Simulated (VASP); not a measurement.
# Te2Mo (P6_3/mmc) in VASP: single point with HSE06

Aim: the single point of Te2Mo with HSE06.

Program: VASP 6.6.1. These are calculated values, not measurements. Logs are shortened: lines on timing, memory, paths and dates and some standing lists are left out, and cuts for length are marked.

### 1 The cell of the first run

Symmetry: P6_3/mmc, No. 194, hexagonal system. Conventional cell: a = 3.518 Å, b = 3.518 Å, c = 13.974 Å, α = 90.00°, β = 90.00°, γ = 120.00°. Te (site symmetry 3m) has 3 Mo at 2.72 Å and 7 Te at 3.52 to 3.61 Å within 3.7 Å. Mo (site symmetry -6m2) has 6 Te at 2.72 Å and 6 Mo at 3.52 Å within 3.6 Å.

### 2 Single point, HSE06

POSCAR reads:

```
Te2Mo
1.0
    3.5182000000      0.0000000000      0.0000000000
   -1.7591000000      3.0468505756      0.0000000000
    0.0000000000      0.0000000000     13.9736000000
Te Mo
4 2
Direct
    0.3333333333      0.6666666667      0.6210000000
    0.6666666667      0.3333333333      0.1210000000
    0.3333333333      0.6666666667      0.8790000000
    0.6666666667      0.3333333333      0.3790000000
    0.3333333333      0.6666666667      0.2500000000
    0.6666666667      0.3333333333      0.7500000000
```

INCAR.step1 reads:

```
PREC = Accurate ; ENCUT = 520
EDIFF = 1E-5 ; ISMEAR = 0
SIGMA = 0.01 ; LREAL = F
LASPH = T ; NELM = 100
ALGO = Normal ; ISIF = 2
LWAVE = T ; LCHARG = F
NBANDS = 35 ; GGA = PE
KPAR = 2
```

INCAR.step2 reads:

```
PREC = Accurate ; ENCUT = 520
EDIFF = 1E-6 ; ISMEAR = 0
SIGMA = 0.01 ; LREAL = F
LASPH = T ; NELM = 100
ALGO = Normal ; ISIF = 2
LWAVE = F ; LCHARG = F
GGA = PE ; LHFCALC = T
HFSCREEN = 0.2079 ; PRECFOCK = Fast
NBANDS = 35 ; ISTART = 1
KPAR = 2
```

KPOINTS reads:

```
regular mesh
0
Gamma
  6 6 1
```

Potentials or basis: VASP PAW PBE potentials, release 64 (Te, Mo_sv).

Started as:

```
$ cat potpaw_PBE.64/Te/POTCAR potpaw_PBE.64/Mo_sv/POTCAR > POTCAR
$ cp INCAR.step1 INCAR
$ mpirun -np 2 vasp_std > vasp.out
$ cp INCAR.step2 INCAR
$ mpirun -np 2 vasp_std > vasp.out
```

OUTCAR:

```text
PREC = Accurate
   ENCUT = 520
   EDIFF = 1E-6
   ISMEAR = 0
   LREAL = F
   LASPH = T
   NELM = 100
   ISIF = 2
   GGA = PE
   LHFCALC = T
   HFSCREEN = 0.2079
   PRECFOCK = Fast
   ISTART = 1

 ion  position               nearest neighbor table
   1  0.333  0.667  0.621-   6 2.72   6 2.72   6 2.72   3 3.61
   2  0.667  0.333  0.121-   5 2.72   5 2.72   5 2.72   4 3.61
   3  0.333  0.667  0.879-   6 2.72   6 2.72   6 2.72   1 3.61
   4  0.667  0.333  0.379-   5 2.72   5 2.72   5 2.72   2 3.61
   5  0.333  0.667  0.250-   2 2.72   4 2.72   2 2.72   4 2.72   2 2.72   4 2.72
   6  0.667  0.333  0.750-   1 2.72   3 2.72   1 2.72   3 2.72   1 2.72   3 2.72

  LATTYP: Found a hexagonal cell.
 ALAT       =     3.5182000000
 C/A-ratio  =     3.9718037633

  Lattice vectors:

 A1 = (   3.5182000000,   0.0000000000,   0.0000000000)
 A2 = (  -1.7591000000,   3.0468505756,   0.0000000000)
 A3 = (   0.0000000000,   0.0000000000,  13.9736000000)

Analysis of symmetry for initial positions (statically):
=====================================================================
 Subroutine PRICEL returns:
 Original cell was already a primitive cell.

 Routine SETGRP: Setting up the symmetry group for a
 hexagonal supercell.

 Subroutine GETGRP returns: Found 24 space group operations
 (whereof 12 operations were pure point group operations)
 out of a pool of 24 trial point group operations.

The static configuration has the point symmetry D_3d.
 The point group associated with its full space group is D_6h.

Analysis of symmetry for dynamics (positions and initial velocities):
=====================================================================
 Subroutine PRICEL returns:
 Original cell was already a primitive cell.

 Routine SETGRP: Setting up the symmetry group for a
 hexagonal supercell.

 Subroutine GETGRP returns: Found 24 space group operations
 (whereof 12 operations were pure point group operations)
 out of a pool of 24 trial point group operations.

The dynamic configuration has the point symmetry D_3d.
 The point group associated with its full space group is D_6h.

 Subroutine INISYM returns: Found 24 space group operations
 (whereof 12 operations are pure point group operations),
 and found     1 'primitive' translations

----------------------------------------------------------------------------------------

                                     Primitive cell

  volume of cell :     149.7890

  direct lattice vectors                    reciprocal lattice vectors
     3.518200000  0.000000000  0.000000000     0.284236257  0.164103880  0.000000000
    -1.759100000  3.046850576  0.000000000     0.000000000  0.328207759  0.000000000
     0.000000000  0.000000000 13.973600000     0.000000000  0.000000000  0.071563520

  length of vectors
     3.518200000  3.518200000 13.973600000     0.328207759  0.328207759  0.071563520

  position of ions in fractional coordinates (direct lattice)
     0.333333333  0.666666667  0.621000000
     0.666666667  0.333333333  0.121000000
     0.333333333  0.666666667  0.879000000
     0.666666667  0.333333333  0.379000000
     0.333333333  0.666666667  0.250000000
     0.666666667  0.333333333  0.750000000

  ion indices of the primitive-cell ions
   primitive index   ion index
                 1           1
                 2           2
                 3           3
                 4           4
                 5           5
                 6           6

----------------------------------------------------------------------------------------

 KPOINTS: regular mesh

Automatic generation of k-mesh.
 Grid dimensions read from file:
 generate k-points for:    6    6    1

 Generating k-lattice:

  Cartesian coordinates                     Fractional coordinates (reciprocal lattice)
     0.047372710  0.027350647  0.000000000     0.166666667  0.000000000  0.000000000
     0.000000000  0.054701293  0.000000000     0.000000000  0.166666667  0.000000000
     0.000000000  0.000000000  0.071563520     0.000000000  0.000000000  1.000000000

  Length of vectors
     0.054701293  0.054701293  0.071563520

  Shift w.r.t. Gamma in fractional coordinates (k-lattice)
     0.000000000  0.000000000  0.000000000

 Subroutine IBZKPT returns following result:
 ===========================================

 Found      7 irreducible k-points:

 Following reciprocal coordinates:
            Coordinates               Weight
  0.000000  0.000000  0.000000      1.000000
  0.166667  0.000000  0.000000      6.000000
  0.333333  0.000000  0.000000      6.000000
  0.500000  0.000000  0.000000      3.000000
  0.166667  0.166667  0.000000      6.000000
  0.333333  0.166667  0.000000     12.000000
  0.333333  0.333333  0.000000      2.000000
   k-points           NKPTS =      7   k-points in BZ     NKDIM =     36   number of bands    NBANDS=     35
   number of dos      NEDOS =    301   number of ions     NIONS =      6
   total plane-waves  NPLWV =  84672
   dimension x,y,z NGX =    28 NGY =   28 NGZ =  108
   dimension x,y,z NGXF=    56 NGYF=   56 NGZF=  216
   ions per type =               4   2
   NGX,Y,Z   is equivalent  to a cutoff of  13.23, 13.23, 12.85 a.u.
   NGXF,Y,Z  is equivalent  to a cutoff of  26.46, 26.46, 25.70 a.u.
 SYSTEM =  unknown system
   PREC   = accura    normal or accurate (medium, high low for compatibility)
   ISTART =      1    job   : 0-new  1-cont  2-samecut
   ICHARG =      0    charge: 1-file 2-atom 10-const
   ISPIN  =      1    spin polarized calculation?
   LNONCOLLINEAR =      F non collinear calculations
   LSORBIT =      F    spin-orbit coupling
   LASPH  =      T    aspherical Exc in radial PAW
   ENCUT  =  520.0 eV  38.22 Ry    6.18 a.u.   6.54  6.54 25.98*2*pi/ulx,y,z
   NELM   =    100;   NELMIN=  2; NELMDL=  0     # of ELM steps
   EDIFF  = 0.1E-05   stopping-criterion for ELM
   LREAL  =      F    real-space projection
   EDIFFG = 0.1E-04   stopping-criterion for IOM
   NSW    =      0    number of steps for IOM
   IBRION =     -1    ionic relax: 0-MD 1-quasi-New 2-CG
   NFREE  =      0    steps in history (QN), initial steepest desc. (CG)
   ISIF   =      2    stress and relaxation
   ISYM   =      3    0-nonsym 1-usesym 2-fastsym
   POTIM  = 0.5000    time-step for ionic-motion
   TEBEG  =    0.0;   TEEND  =   0.0 temperature during run
   PSTRESS=    0.0 pullay stress
   NELECT =      52.0000    total number of electrons
   NUPDOWN=      -1.0000    fix difference up-down
   EMIN   =  10.00;   EMAX   =-10.00  energy-range for DOS
   EFERMI =   0.00;   METHOD = LEGACY
   ISMEAR =     0;   SIGMA  =   0.01  broadening in eV -4-tet -1-fermi 0-gaus
   EFERMI_NEDOS =   21; number of points for ismear=-14 and -15
   IALGO  =     38    algorithm
   IMIX   =      1    mixing-type and parameters
     AMIX     =   0.40;   BMIX     =  1.00
     AMIX_MAG =   1.60;   BMIX_MAG =  1.00
  volume/ion in A,a.u.               =      24.96       168.47
  Fermi-wavevector in a.u.,A,eV,Ry     =   1.150578  2.174277 18.011787  1.323829
  Thomas-Fermi vector in A             =   2.287241
   LORBIT       =      0    0 simple, 1 ext, 2 COOP (PROOUT), +10 PAW based schemes
   GGA     = PE    functional components
   LHFCALC =     T    Hartree Fock is set to
   PRECFOCK=fast      Normal, Fast or Accurate (Low or Medium for compatibility)
   ENCUT4O =  -1.0   cutoff for four orbital integrals eV
   NKREDX  =     1    reduce k-point grid by
   NKREDY  =     1    reduce k-point grid by
   NKREDZ  =     1    reduce k-point grid by
   AEXX    =    0.2500 exact exchange contribution
   HFSCREEN=    0.2079 screening length (either q_TF or 0.3 A-1)
   HFSCREENC=   0.2079 screening length for correlation (either q_TF or 0.3 A-1)
   ENCUTFOCK=  -1.0 apply spherical cutoff to Coloumb kernel
   IVDW    =     0    specifies the selected vdW correction
   LEPSILON=     F    determine dielectric tensor
   LRPA    =     F    only Hartree local field effects (RPA)
 non-spin polarized calculation
 Gauss-broadening in eV      SIGMA  =   0.01
  energy-cutoff  :      520.00
  volume of cell :      149.79
 maximum number of plane-waves:      4095
 NGX is ok and might be reduce to    28
  NGX = 16; NGY = 16; NGZ = 64

 number of electron      51.9999997 magnetization

 Free energy of the ion-electron system (eV)
  ---------------------------------------------------
  ext. energy  EPLUGINS =         0.00000000
  ---------------------------------------------------
  free energy    TOTEN  =       -43.55811055 eV

  energy without entropy =      -43.55811055  energy(sigma->0) =      -43.55811055

 E-fermi :   7.8886     XC(G=0):  -8.6400

 val. band max:        7.8293838689   @ k =   0.0000   0.0000   0.0000
 cond. band min:       9.0608136097   @ k =   0.1667   0.1667   0.0000
 fundamental gap:      1.2314297409
 Fermi energy:         7.8885716158

 k-point     1 :       0.0000    0.0000    0.0000
  band No.  band energies     occupation
      1     -57.0490      2.00000
      2     -57.0490      2.00000
      3     -29.8028      2.00000
      4     -29.8026      2.00000
      5     -29.6499      2.00000
      6     -29.6499      2.00000
[... 27 lines left out ...]
     34      11.8788      0.00000
     35      14.1679      0.00000

 k-point     2 :       0.1667    0.0000    0.0000
  band No.  band energies     occupation
      1     -57.0456      2.00000
      2     -57.0456      2.00000
      3     -29.7941      2.00000
      4     -29.7939      2.00000
      5     -29.6947      2.00000
      6     -29.6947      2.00000
[... 27 lines left out ...]
     34      11.8838      0.00000
     35      14.9586      0.00000

 k-point     3 :       0.3333    0.0000    0.0000
  band No.  band energies     occupation
      1     -57.0389      2.00000
      2     -57.0389      2.00000
      3     -29.7834      2.00000
      4     -29.7833      2.00000
      5     -29.7763      2.00000
      6     -29.7761      2.00000
[... 27 lines left out ...]
     34      12.3170      0.00000
     35      13.5550      0.00000
[... 77 lines left out ...]
 k-point     6 :       0.3333    0.1667    0.0000
  band No.  band energies     occupation
      1     -57.0356      2.00000
      2     -57.0356      2.00000
      3     -29.8047      2.00000
      4     -29.8046      2.00000
      5     -29.7674      2.00000
      6     -29.7672      2.00000
[... 27 lines left out ...]
     34      12.8571      0.00000
     35      12.8632      0.00000

 k-point     7 :       0.3333    0.3333    0.0000
  band No.  band energies     occupation
      1     -57.0339      2.00000
      2     -57.0339      2.00000
      3     -29.7775      2.00000
      4     -29.7775      2.00000
      5     -29.7699      2.00000
      6     -29.7698      2.00000
[... 27 lines left out ...]
     34      12.4339      0.00000
     35      12.6017      0.00000

------------------------ aborting loop because EDIFF is reached ----------------------------------------

  FORCE on cell =-STRESS in cart. coord.  units (eV):
  Direction    XX          YY          ZZ          XY          YZ          ZX
  --------------------------------------------------------------------------------------
  -------------------------------------------------------------------------------------
  Total       -0.8602851     -0.8602851     -0.5082949      0.0000000      0.0000000      0.0000000
  in kB       -9.2018041     -9.2018041     -5.4368377      0.0000000      0.0000000      0.0000000
  external PRESSURE =      -7.9468153 kB  Pullay stress =       0.0000000 kB

 VOLUME and BASIS-vectors are now :
 -----------------------------------------------------------------------------
  energy-cutoff  :      520.00
  volume of cell :      149.79
      direct lattice vectors                 reciprocal lattice vectors
     3.518200000  0.000000000  0.000000000     0.284236257  0.164103880  0.000000000
    -1.759100000  3.046850576  0.000000000     0.000000000  0.328207759  0.000000000
     0.000000000  0.000000000 13.973600000     0.000000000  0.000000000  0.071563520

 POSITION                                       TOTAL-FORCE (eV/Angst)
 -----------------------------------------------------------------------------------
     -0.00000      2.03123      8.67761         0.000000      0.000000      0.393903
      1.75910      1.01562      1.69081        -0.000000     -0.000000      0.393903
     -0.00000      2.03123     12.28279         0.000000      0.000000     -0.393903
      1.75910      1.01562      5.29599        -0.000000      0.000000     -0.393903
     -0.00000      2.03123      3.49340        -0.000000      0.000000     -0.000000
      1.75910      1.01562     10.48020         0.000000     -0.000000     -0.000000
 -----------------------------------------------------------------------------------
    total drift:                                0.000000      0.000000     -0.000009

  FREE ENERGIE OF THE ION-ELECTRON SYSTEM (eV)
  ---------------------------------------------------
  free  energy   TOTEN  =       -43.5581105470 eV

  energy  without entropy=      -43.5581105470  energy(sigma->0) =      -43.55811055
```

Run time: 27 min. Hardware: 2 MPI ranks of Intel Xeon Platinum 8375C at 2.90GHz (Ice Lake), shared host; peak memory 0.4 GiB.

What came out:

* Free energy: -43.5581 eV
* Pressure: -0.8 GPa
* Largest force: 0.394 eV/Å
* Band gap on the k mesh: 1.23 eV (least direct gap 1.47 eV)

Forces on the atoms (eV/Å):
```
Te   0.000  0.000  0.394
Te   0.000  0.000  0.394
Te   0.000  0.000 -0.394
Te   0.000  0.000 -0.394
Mo   0.000  0.000  0.000
Mo   0.000  0.000  0.000
```

Levels at points of the mesh, in eV from the valence-band top:
| k point | band 23 | band 24 | band 25 | band 26 | band 27 | band 28 | band 29 | band 30 |
| --- | --- | --- | --- | --- | --- | --- | --- | --- |
| (0.00, 0.00, 0.00) | -1.16 | -1.16 | -0.47 | 0.00 | 3.49 | 3.49 | 3.64 | 3.64 |
| (0.50, 0.00, 0.00) | -1.17 | -1.09 | -0.73 | -0.42 | 1.74 | 1.81 | 1.99 | 2.37 |

Caveat: the k points lie up to 0.45 Å⁻¹ apart; the PAW data sets were made with another functional, which shifts forces and pressure a little; spin-orbit coupling is left out, which moves the levels of the heavy elements; this functional lacks dispersion, which binds layers or chains, so the pressure and a relaxed spacing across them are unreliable.
